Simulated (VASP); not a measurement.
BaAlGe, 3 atoms in the cell. Symmetry: P-6m2, No. 187, hexagonal system. The conventional cell has a = 4.301 Å, b = 4.301 Å, c = 5.166 Å, α = 90.00°, β = 90.00°, γ = 120.00°. Ba (site symmetry -6m2) has 6 Al at 3.58 Å and 6 Ge at 3.58 Å and 6 Ba at 4.30 Å within 4.7 Å. Within 3.3 Å of Al (site symmetry -6m2) lie 3 Ge at 2.48 Å. Ge (site symmetry -6m2) has 3 Al at 2.48 Å within 3.3 Å. 

| Quantity | Value |
| --- | --- |
| Program | VASP 6.6.1 |
| Task | single point |
| Functional | PBEsol |
| Potentials or basis | VASP PAW PBE potentials, release 64 (Ba_sv, Al, Ge_d) |
| Cutoff | 520 eV |
| k mesh | 5 × 5 × 4 |
| Occupations | methfessel-paxton, width 0.05 eV |
| Spin | no spin polarisation |
| Dipole correction | no |
| Further INCAR settings | ALGO = Normal; EDIFF = 1e-06; NBANDS = 20 |

Potentials or basis: VASP PAW PBE potentials, release 64 (Ba_sv, Al, Ge_d).

Command:

```bash
$ cat potpaw_PBE.64/Ba_sv/POTCAR potpaw_PBE.64/Al/POTCAR potpaw_PBE.64/Ge_d/POTCAR > POTCAR
$ mpirun -np 1 vasp_std > vasp.out
```

Hardware: 1 thread of Intel(R) Xeon(R) Platinum 8559C (Emerald Rapids), with other jobs on the host.

Estimate the wall time of this run.

Run time: 13 s on 1 thread of Intel(R) Xeon(R) Platinum 8559C (Emerald Rapids), with other jobs on the host, peak memory 0.2 GiB. Counts: scf iterations 12, k points 15.
